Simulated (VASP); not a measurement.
# Pd in VASP: a series of runs

Pd is run at these levels: LDA; tasks: single point, relaxation of the atoms.

Everything below comes from runs of VASP 6.6.1. Logs are shortened: lines on timing, memory, paths and dates and some standing lists are left out, and cuts for length are marked.

### 1 The cell of the first run

The cell holds a slab with vacuum, 5 atoms: a = 2.715 Å, b = 2.715 Å, c = 23.680 Å, α = 90.00°, β = 90.00°, γ = 90.00°.

### 2 Single point, LDA

Contents of INCAR:

```
ALGO = Normal
DIPOL = 0.5 0.5 0.500
EDIFF = 1E-6
ENCUT = 400
GGA = CA
GGA_COMPAT = False
IDIPOL = 3
ISIF = 2
ISMEAR = -1
LASPH = True
LCHARG = False
LDIPOL = True
LREAL = False
LWAVE = False
NBANDS = 33
NELM = 120
NELMDL = -8
PREC = Accurate
SIGMA = 0.05
```

Contents of KPOINTS:

```
k-points
0
Gamma
  13 13 1
```

Contents of POSCAR:

```
Pd
1.0
    2.7154616614      0.0000000000      0.0000000000
    0.0000000000      2.7154616614      0.0000000000
    0.0000000000      0.0000000000     23.6805000000
Pd
5
Direct
    0.0000000000      0.0000000000      0.3396818233
    0.5000000000      0.5000000000      0.4192899297
    0.0000000000      0.0000000000      0.5000000000
    0.5000000000      0.5000000000      0.5807100697
    0.0000000000      0.0000000000      0.6603181772
```

Potentials or basis: VASP PAW LDA potentials, release 64 (Pd).

Launch:

```console
cat potpaw_LDA.64/Pd/POTCAR > POTCAR
mpirun -np 1 vasp_std > vasp.out
```

OUTCAR:

```text
EDIFF = 1E-6
   ENCUT = 400
   GGA = CA
   ISIF = 2
   ISMEAR = -1
   LASPH = True
   LREAL = False
   NELM = 120
   NELMDL = -8
   PREC = Accurate

 ion  position               nearest neighbor table
   1  0.000  0.000  0.340-   2 2.69   2 2.69   2 2.69   2 2.69
   2  0.500  0.500  0.419-   1 2.69   1 2.69   1 2.69   1 2.69   3 2.71   3 2.71   3 2.71   3 2.71

   3  0.000  0.000  0.500-   4 2.71   4 2.71   4 2.71   4 2.71   2 2.71   2 2.71   2 2.71   2 2.71

   4  0.500  0.500  0.581-   5 2.69   5 2.69   5 2.69   5 2.69   3 2.71   3 2.71   3 2.71   3 2.71

   5  0.000  0.000  0.660-   4 2.69   4 2.69   4 2.69   4 2.69

  LATTYP: Found a simple tetragonal cell.
 ALAT       =     2.7154616614
 C/A-ratio  =     8.7206165849

  Lattice vectors:

 A1 = (   2.7154616614,   0.0000000000,   0.0000000000)
 A2 = (   0.0000000000,   2.7154616614,   0.0000000000)
 A3 = (   0.0000000000,   0.0000000000,  23.6805000000)

Analysis of symmetry for initial positions (statically):
=====================================================================
 Subroutine PRICEL returns:
 Original cell was already a primitive cell.

 Routine SETGRP: Setting up the symmetry group for a
 simple tetragonal supercell.

 Subroutine GETGRP returns: Found 16 space group operations
 (whereof 16 operations were pure point group operations)
 out of a pool of 16 trial point group operations.

The static configuration has the point symmetry D_4h.

Analysis of symmetry for dynamics (positions and initial velocities):
=====================================================================
 Subroutine PRICEL returns:
 Original cell was already a primitive cell.

 Routine SETGRP: Setting up the symmetry group for a
 simple tetragonal supercell.

 Subroutine GETGRP returns: Found 16 space group operations
 (whereof 16 operations were pure point group operations)
 out of a pool of 16 trial point group operations.

The dynamic configuration has the point symmetry D_4h.

 Subroutine INISYM returns: Found 16 space group operations
 (whereof 16 operations are pure point group operations),
 and found     1 'primitive' translations

----------------------------------------------------------------------------------------

                                     Primitive cell

  volume of cell :     174.6137

  direct lattice vectors                    reciprocal lattice vectors
     2.715461661  0.000000000  0.000000000     0.368261506  0.000000000  0.000000000
     0.000000000  2.715461661  0.000000000     0.000000000  0.368261506  0.000000000
     0.000000000  0.000000000 23.680500000     0.000000000  0.000000000  0.042228838

  length of vectors
     2.715461661  2.715461661 23.680500000     0.368261506  0.368261506  0.042228838

  position of ions in fractional coordinates (direct lattice)
     0.000000000  0.000000000  0.339681823
     0.500000000  0.500000000  0.419289930
     0.000000000  0.000000000  0.500000000
     0.500000000  0.500000000  0.580710070
     0.000000000  0.000000000  0.660318177

  ion indices of the primitive-cell ions
   primitive index   ion index
                 1           1
                 2           2
                 3           3
                 4           4
                 5           5

----------------------------------------------------------------------------------------

 KPOINTS: k-points

Automatic generation of k-mesh.
 Grid dimensions read from file:
 generate k-points for:   13   13    1

 Generating k-lattice:

  Cartesian coordinates                     Fractional coordinates (reciprocal lattice)
     0.028327808  0.000000000  0.000000000     0.076923077  0.000000000  0.000000000
     0.000000000  0.028327808  0.000000000     0.000000000  0.076923077  0.000000000
     0.000000000  0.000000000  0.042228838     0.000000000  0.000000000  1.000000000

  Length of vectors
     0.028327808  0.028327808  0.042228838

  Shift w.r.t. Gamma in fractional coordinates (k-lattice)
     0.000000000  0.000000000  0.000000000

 Subroutine IBZKPT returns following result:
 ===========================================

 Found     28 irreducible k-points:

 Following reciprocal coordinates:
            Coordinates               Weight
  0.000000  0.000000  0.000000      1.000000
  0.076923  0.000000  0.000000      4.000000
  0.153846  0.000000  0.000000      4.000000
  0.230769  0.000000  0.000000      4.000000
  0.307692  0.000000  0.000000      4.000000
  0.384615  0.000000  0.000000      4.000000
[... 16 lines left out ...]
  0.307692  0.307692  0.000000      4.000000
  0.384615  0.307692  0.000000      8.000000
 [... further k-points ...]
   k-points           NKPTS =     28   k-points in BZ     NKDIM =     28   number of bands    NBANDS=     33
   number of dos      NEDOS =    301   number of ions     NIONS =      5
   total plane-waves  NPLWV =  51840
   dimension x,y,z NGX =    18 NGY =   18 NGZ =  160
   dimension x,y,z NGXF=    36 NGYF=   36 NGZF=  320
   ions per type =               5
   NGX,Y,Z   is equivalent  to a cutoff of  11.02, 11.02, 11.23 a.u.
   NGXF,Y,Z  is equivalent  to a cutoff of  22.04, 22.04, 22.47 a.u.
 SYSTEM =  unknown system
   PREC   = accura    normal or accurate (medium, high low for compatibility)
   ISTART =      0    job   : 0-new  1-cont  2-samecut
   ICHARG =      2    charge: 1-file 2-atom 10-const
   ISPIN  =      1    spin polarized calculation?
   LNONCOLLINEAR =      F non collinear calculations
   LSORBIT =      F    spin-orbit coupling
   LASPH  =      T    aspherical Exc in radial PAW
   ENCUT  =  400.0 eV  29.40 Ry    5.42 a.u.   4.43  4.43 38.62*2*pi/ulx,y,z
   NELM   =    120;   NELMIN=  2; NELMDL= -8     # of ELM steps
   EDIFF  = 0.1E-05   stopping-criterion for ELM
   LREAL  =      F    real-space projection
   EDIFFG = 0.1E-04   stopping-criterion for IOM
   NSW    =      0    number of steps for IOM
   IBRION =     -1    ionic relax: 0-MD 1-quasi-New 2-CG
   NFREE  =      0    steps in history (QN), initial steepest desc. (CG)
   ISIF   =      2    stress and relaxation
   ISYM   =      2    0-nonsym 1-usesym 2-fastsym
   POTIM  = 0.5000    time-step for ionic-motion
   TEBEG  =    0.0;   TEEND  =   0.0 temperature during run
   PSTRESS=    0.0 pullay stress
   NELECT =      50.0000    total number of electrons
   NUPDOWN=      -1.0000    fix difference up-down
   EMIN   =  10.00;   EMAX   =-10.00  energy-range for DOS
   EFERMI =   0.00;   METHOD = LEGACY
   ISMEAR =    -1;   SIGMA  =   0.05  broadening in eV -4-tet -1-fermi 0-gaus
   EFERMI_NEDOS =   21; number of points for ismear=-14 and -15
   IALGO  =     38    algorithm
   IMIX   =      4    mixing-type and parameters
     AMIX     =   0.40;   BMIX     =  1.00
     AMIX_MAG =   1.60;   BMIX_MAG =  1.00
  volume/ion in A,a.u.               =      34.92       235.67
  Fermi-wavevector in a.u.,A,eV,Ry     =   1.079043  2.039096 15.841724  1.164334
  Thomas-Fermi vector in A             =   2.214998
   LORBIT       =      0    0 simple, 1 ext, 2 COOP (PROOUT), +10 PAW based schemes
   GGA     = CA    functional components
   LHFCALC =     F    Hartree Fock is set to
   AEXX    =    0.0000 exact exchange contribution
   IVDW    =     0    specifies the selected vdW correction
   LEPSILON=     F    determine dielectric tensor
   LRPA    =     F    only Hartree local field effects (RPA)
 non-spin polarized calculation
  energy-cutoff  :      400.00
  volume of cell :      174.61
 maximum number of plane-waves:      3216
 NGX is ok and might be reduce to    18
   NGX =  9   NGY =  9   NGZ = 77

 dipolmoment           0.000000      0.000000     -0.000000 electrons x Angstroem

 number of electron      49.9999974 magnetization

 dipolmoment           0.000000      0.000000      0.000000 electrons x Angstroem

 Free energy of the ion-electron system (eV)
  ---------------------------------------------------
  ext. energy  EPLUGINS =         0.00000000
  ---------------------------------------------------
  free energy    TOTEN  =       -30.56998736 eV

  energy without entropy =      -30.48762947  energy(sigma->0) =      -30.52880841

 E-fermi :   0.9211     XC(G=0):  -6.3886

 val. band max:        0.9137331546   @ k =   0.3846   0.3846   0.0000
 cond. band min:       0.9271977687   @ k =   0.3846   0.2308   0.0000
 fundamental gap:      0.0134646141
 Fermi energy:         0.9211434887

 k-point     1 :       0.0000    0.0000    0.0000
  band No.  band energies     occupation
      1      -6.2635      2.00000
      2      -5.1285      2.00000
      3      -4.7265      2.00000
      4      -4.4579      2.00000
      5      -4.0333      2.00000
      6      -3.9411      2.00000
[... 25 lines left out ...]
     32       6.3032      0.00000
     33       6.7129      0.00000

 k-point     2 :       0.0769    0.0000    0.0000
  band No.  band energies     occupation
      1      -6.1215      2.00000
      2      -5.0082      2.00000
      3      -4.6314      2.00000
      4      -4.3668      2.00000
      5      -3.9555      2.00000
      6      -3.8388      2.00000
[... 25 lines left out ...]
     32       6.4276      0.00000
     33       6.8580      0.00000
[... 754 lines left out ...]
     32       9.3156      0.00000
     33      10.1502      0.00000

 k-point    24 :       0.3846    0.3077    0.0000
  band No.  band energies     occupation
      1      -4.0969      2.00000
      2      -3.9979      2.00000
      3      -3.9526      2.00000
      4      -3.8582      2.00000
      5      -3.4142      2.00000
      6      -3.3377      2.00000
[... 25 lines left out ...]
     32       8.7308      0.00000
     33      10.3529      0.00000

 [... further k-points ...]

------------------------ aborting loop because EDIFF is reached ----------------------------------------

 vacuum level on the upper side and lower side of the slab       (xc-potential included)        -0.140        -0.140

  FORCE on cell =-STRESS in cart. coord.  units (eV):
  Direction    XX          YY          ZZ          XY          YZ          ZX
  --------------------------------------------------------------------------------------
  -------------------------------------------------------------------------------------
  Total       -2.5653306     -2.5653306     -0.1243774      0.0000000      0.0000000     -0.0000000
  in kB      -23.5383331    -23.5383331     -1.1412320      0.0000000      0.0000000     -0.0000000
  external PRESSURE =     -16.0726328 kB  Pullay stress =       0.0000000 kB

 VOLUME and BASIS-vectors are now :
 -----------------------------------------------------------------------------
  energy-cutoff  :      400.00
  volume of cell :      174.61
      direct lattice vectors                 reciprocal lattice vectors
     2.715461661  0.000000000  0.000000000     0.368261506  0.000000000  0.000000000
     0.000000000  2.715461661  0.000000000     0.000000000  0.368261506  0.000000000
     0.000000000  0.000000000 23.680500000     0.000000000  0.000000000  0.042228838

 POSITION                                       TOTAL-FORCE (eV/Angst)
 -----------------------------------------------------------------------------------
      0.00000      0.00000      8.04384         0.000000      0.000000     -0.015841
      1.35773      1.35773      9.92900        -0.000000      0.000000     -0.000188
      0.00000      0.00000     11.84025         0.000000     -0.000000      0.000000
      1.35773      1.35773     13.75150         0.000000     -0.000000      0.000188
      0.00000      0.00000     15.63666         0.000000      0.000000      0.015841
 -----------------------------------------------------------------------------------
    total drift:                                0.000000      0.000000      0.000003

  FREE ENERGIE OF THE ION-ELECTRON SYSTEM (eV)
  ---------------------------------------------------
  free  energy   TOTEN  =       -30.5699873598 eV

  energy  without entropy=      -30.4876294693  energy(sigma->0) =      -30.52880841

 vacuum level on the upper side and lower side of the slab         6.311         6.311
```

Wall time 3.7 min (1 thread of Intel Xeon 8259CL, shared host); peak memory 0.23 GiB.

Results:

- Free energy: -30.5700 eV
- Largest force: 0.016 eV/Å
- Band gap on the k mesh: zero (bands 25 and 26 overlap by 1.02 eV)

Forces in eV/Å, atoms in the order of the input:
```
Pd   0.000  0.000 -0.016
Pd   0.000  0.000  0.000
Pd   0.000  0.000  0.000
Pd   0.000  0.000  0.000
Pd   0.000  0.000  0.016
```

### 3 Relaxation of the atoms, LDA

Contents of INCAR:

```
  PREC = Accurate
  ENCUT = 450
  EDIFF = 1E-7
  ISMEAR = -1
  SIGMA = 0.05
  LREAL = False
  LASPH = True
  NELM = 120
  ALGO = Normal
  ISIF = 2
  LWAVE = False
  LCHARG = False
  LDIPOL = True
  IDIPOL = 3
  DIPOL = 0.5 0.5 0.500
  GGA = CA
  IBRION = 2
  NSW = 32
  EDIFFG = -0.01
  GGA_COMPAT = False
  NELMIN = 4
  NELMDL = -8
```

Contents of KPOINTS:

```
regular mesh
0
Gamma
  13 13 1
```

POSCAR is that of step 2.

Potentials or basis: VASP PAW LDA potentials, release 64 (Pd).

Launch:

```console
cat potpaw_LDA.64/Pd/POTCAR > POTCAR
mpirun -np 1 vasp_std > vasp.out
```

Run time: 3 min. Hardware: 1 thread of AMD EPYC 9R45 (Zen 5), shared host; peak memory 0.22 GiB.

It converged, with:

| Property | Result |
| --- | --- |
| Free energy | -30.5709 eV |
| Energy gained by relaxing | 0.0 meV/atom |
| Ionic steps | 5 |
| Largest force after relaxing | 0.003 eV/Å |
| Band gap on the k mesh | zero (bands 25 and 26 overlap by 1.02 eV) |

Forces on the atoms (eV/Å):
```
Pd   0.000  0.000  0.002
Pd   0.000  0.000 -0.003
Pd   0.000  0.000  0.000
Pd   0.000  0.000  0.003
Pd   0.000  0.000 -0.002
```

Final structure:
```
CELL_PARAMETERS angstrom
2.71546 0.00000 0.00000
0.00000 2.71546 0.00000
0.00000 0.00000 23.68050
ATOMIC_POSITIONS crystal
Pd 0.00000 0.00000 0.33948
Pd 0.50000 0.50000 0.41920
Pd 0.00000 0.00000 0.50000
Pd 0.50000 0.50000 0.58080
Pd 0.00000 0.00000 0.66052
```

Levels at points of the mesh, in eV from the Fermi level:
| k point | band 21 | band 22 | band 23 | band 24 | band 25 | band 26 | band 27 | band 28 | band 29 | band 30 |
| --- | --- | --- | --- | --- | --- | --- | --- | --- | --- | --- |
| (0.00, 0.00, 0.00) | -0.90 | -0.50 | -0.43 | -0.35 | -0.35 | -0.08 | 0.02 | 0.18 | 0.18 | 1.49 |
